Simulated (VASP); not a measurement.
A run of VASP 6.6.1 is set up as follows.

INCAR

```
SYSTEM = Na2Hg2Se3
PREC = Accurate ; ENCUT = 600
EDIFF = 1E-7 ; ISMEAR = 0
SIGMA = 0.1 ; LREAL = .FALSE.
LASPH = .TRUE. ; NELM = 100
ALGO = Normal ; ISIF = 3
LWAVE = .FALSE. ; LCHARG = .FALSE.
GGA = PE ; IBRION = 2
NSW = 100 ; EDIFFG = -0.01
```

Contents of KPOINTS:

```
Automatic mesh
0
G
  6 6 6
  0 0 0
```

Contents of POSCAR:

```
Na2Hg2Se3
1.0
    3.5292615699      2.0376201174      4.5970798112
   -3.5292615699      2.0376201174      4.5970798112
    0.0000000000     -4.0752402348      4.5970798112
Na Hg Se
2 2 3
Direct
    0.3015089155      0.3015089155      0.3015089155
    0.6984910845      0.6984910845      0.6984910845
    0.0000000000      0.0000000000      0.0000000000
    0.5000000000      0.5000000000      0.5000000000
    0.0000000000      0.0000000000      0.5000000000
    0.5000000000      0.0000000000      0.0000000000
    0.0000000000      0.5000000000      0.0000000000
```

Potentials or basis: VASP PAW PBE potentials, release 64 (Na_pv, Hg, Se).

Command:

```sh
$ cat potpaw_PBE.64/Na_pv/POTCAR potpaw_PBE.64/Hg/POTCAR potpaw_PBE.64/Se/POTCAR > POTCAR
$ mpirun -np 1 vasp_std > vasp.out
```

**Question.** Estimate the band gap on the k mesh.

**Answer.** Zero (bands 28 and 29 overlap by 0.59 eV).

**Question.** Estimate the relaxed volume.

**Answer.** 28.48 Å³/atom.

**Question.** Estimate the relaxed cell.

**Answer.** a = 6.187 Å, b = 6.187 Å, c = 6.187 Å, α = 69.09°, β = 69.09°, γ = 69.09°.

Final structure:
```
Na Hg Se
1.0
     3.50823    2.02548    4.67605
    -3.50823    2.02548    4.67605
     0.00000   -4.05095    4.67605
Na Hg Se
2 2 3
Cartesian
  0.0000 0.0000 4.2471
  0.0000 0.0000 9.7810
  0.0000 0.0000 0.0000
  0.0000 0.0000 7.0141
  0.0000 -2.0255 2.3380
  1.7541 1.0127 2.3380
  -1.7541 1.0127 2.3380
```

Caveat: spin-orbit coupling is left out, which moves the levels of the heavy elements.
